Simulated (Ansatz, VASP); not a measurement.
**Two plane-wave programs on AlNi**

```
Al Ni
1.0
     5.16082    0.00000    0.00000
    -2.58041    4.46940    0.00000
     0.00000    0.00000    3.90883
Al Ni
3 3
Direct
  0.50000 0.00000 0.00000
  0.50000 0.50000 0.00000
  0.00000 0.50000 0.00000
  0.00000 0.00000 0.00000
  0.33333 0.66667 0.50000
  0.66667 0.33333 0.50000
```

Alike in both runs: functional PBE; k mesh 6 × 6 × 6; occupations gaussian, width 0.1 eV; no spin polarisation.

Ansatz relaxed the structure, and its values are those at the end. VASP's run is a single point on that final structure, the one shown.

```csv
,VASP,Ansatz
version,VASP 6.6.1,Ansatz 0.2.0
potentials or method,"VASP PAW PBE potentials, release 64 (Al, Ni), cutoff 600 eV","scalar-relativistic, plane waves, PAW"
valence electrons in the cell,39,63
```

```tsv
	VASP	Ansatz	Ansatz less VASP
gap on the k mesh at the Fermi level (eV)	none	none	-
pressure (GPa)	0.3	0.3	-0.04
```

A gap of «none» marks a metal or a gap that the smearing closes. The functional is the same, so the differences come from potentials, cutoffs and numerics. VASP's potentials hold 39 valence electrons a cell and Ansatz's 63, so a difference there can come from the potentials and not from the codes.
